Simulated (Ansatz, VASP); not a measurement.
# BN: VASP beside Ansatz

Contents of INCAR:

```
PREC = Accurate
ENCUT = 600
EDIFF = 1E-7
ISMEAR = -1
SIGMA = 0.05
LREAL = False
LASPH = True
NELM = 100
ALGO = Normal
ISIF = 3
LWAVE = False
LCHARG = False
GGA = PE
IBRION = 2
NSW = 80
EDIFFG = -0.005
```

File KPOINTS:

```
Automatic mesh
0
Gamma
  13 13 13
```

Contents of POSCAR:

```
BN
1.0
    0.0000000000      1.8130010000      1.8130010000
    1.8130010000      0.0000000000      1.8130010000
    1.8130010000      1.8130010000      0.0000000000
N B
1 1
Direct
    0.2500000000      0.2500000000      0.2500000000
    0.0000000000      0.0000000000      0.0000000000
```

The input input.yaml:

```yaml
crystal:
  lattice:
    - [0.0, 1.813001, 1.813001]
    - [1.813001, 0.0, 1.813001]
    - [1.813001, 1.813001, 0.0]
  atoms:
    - { symbol: "N", position: [0.25, 0.25, 0.25] }
    - { symbol: B, position: [0.0, 0.0, 0.0] }
kpoints:
  mp_grid: { grid: [13, 13, 13] }
scf:
  occupations: { method: fermi_dirac, width: 0.05 }
hamiltonian:
  xc: pbe
  pseudopotentials: { kind: all_electron, lapw: { basis_error: 0.001 } }
output:
  forces: true
  stress: true
relax:
  f_tol: 0.005
  max_steps: 60
  cell: {}
```

Alike in both runs: task relaxation of cell and atoms; functional PBE; k mesh 13 × 13 × 13; occupations fermi-dirac, width 0.05 eV; no spin polarisation.

|  | VASP | Ansatz |
| --- | --- | --- |
| version | VASP 6.6.1 | Ansatz 0.2.0 |
| potentials or method | VASP PAW PBE potentials, release 64 (N, B), cutoff 600 eV | all-electron LAPW, scalar-relativistic |

|  | VASP | Ansatz | Ansatz less VASP |
| --- | --- | --- | --- |
| relaxed volume (Å³/atom) | 5.95 | 5.95 | +0.001 |
| relaxed cell length with the largest relative difference (Å) | 2.563 | 2.563 | +0.0001 |

Ansatz ran all-electron here, and VASP with PAW potentials.
